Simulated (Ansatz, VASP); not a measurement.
**AlCu3 in VASP and in Ansatz**

The input INCAR:

```
ALGO = Fast
EDIFF = 1E-6
ENCUT = 520
GGA = PS
ISIF = 2
ISMEAR = 0
LASPH = True
LCHARG = False
LREAL = False
LWAVE = False
NBANDS = 26
NELM = 100
PREC = Accurate
SIGMA = 0.15
```

The input KPOINTS:

```
k-points
0
Gamma
  12 12 12
```

Contents of POSCAR:

```
AlCu3
1.0
    3.5046665963     -0.0998739185      0.0000000000
   -0.0998739185      3.5046665963      0.0000000000
    0.0000000000      0.0000000000      3.6317788563
Al Cu
1 3
Direct
    0.0000000000      0.0000000000      0.0000000000
    0.5000000000      0.5000000000      0.0000000000
    0.5000000000      0.0000000000      0.5000000000
    0.0000000000      0.5000000000      0.5000000000
```

Input for Ansatz:

```yaml
crystal:
  lattice:
    - [3.5046665963, -0.0998739185, 0.0]
    - [-0.0998739185, 3.5046665963, 0.0]
    - [0.0, 0.0, 3.6317788563]
  atoms:
    - { symbol: Al, position: [0.0, 0.0, 0.0] }
    - { symbol: Cu, position: [0.5, 0.5, 0.0] }
    - { symbol: Cu, position: [0.5, 0.0, 0.5] }
    - { symbol: Cu, position: [0.0, 0.5, 0.5] }
basis:
  ecutwfc: 520.0
kpoints:
  mp_grid: { grid: [12, 12, 12] }
hamiltonian:
  xc: pbesol
  pseudopotentials: { kind: paw, azcp: { folder: soft_1 } }
scf:
  occupations: { method: gaussian, width: 0.15 }
output:
  forces: true
  stress: true
  eigenvalues: true
  write_density: true
  write_potential: true
  elf: true
  volumetric_format: npy
```

Change from the starting cell: engineering shear strain xy -0.0550, equal normal strain along x and y -0.0350.

Alike in both runs: task single point; functional PBEsol; k mesh 12 × 12 × 12; occupations gaussian, width 0.15 eV; no spin polarisation.

|  | VASP | Ansatz |
| --- | --- | --- |
| version | VASP 6.6.1 | Ansatz 0.2.0 |
| potentials or method | VASP PAW PBE potentials, release 64 (Al, Cu), cutoff 520 eV | scalar-relativistic, plane waves, PAW |
| valence electrons in the cell | 36 | 60 |

```tsv
	VASP	Ansatz	Ansatz less VASP
gap on the k mesh at the Fermi level (eV)	none	none	-
pressure (GPa)	14.8	13.6	-1.22
traceless stress, the component that is largest in VASP (GPa)	8.33	8.30	-0.036
```

VASP's potentials were made for PBE, not for PBEsol, and Ansatz warns of the same on its side. A gap of «none» marks a metal or a gap that the smearing closes. VASP's potentials hold 36 valence electrons a cell and Ansatz's 60, so a difference there can come from the potentials and not from the codes.
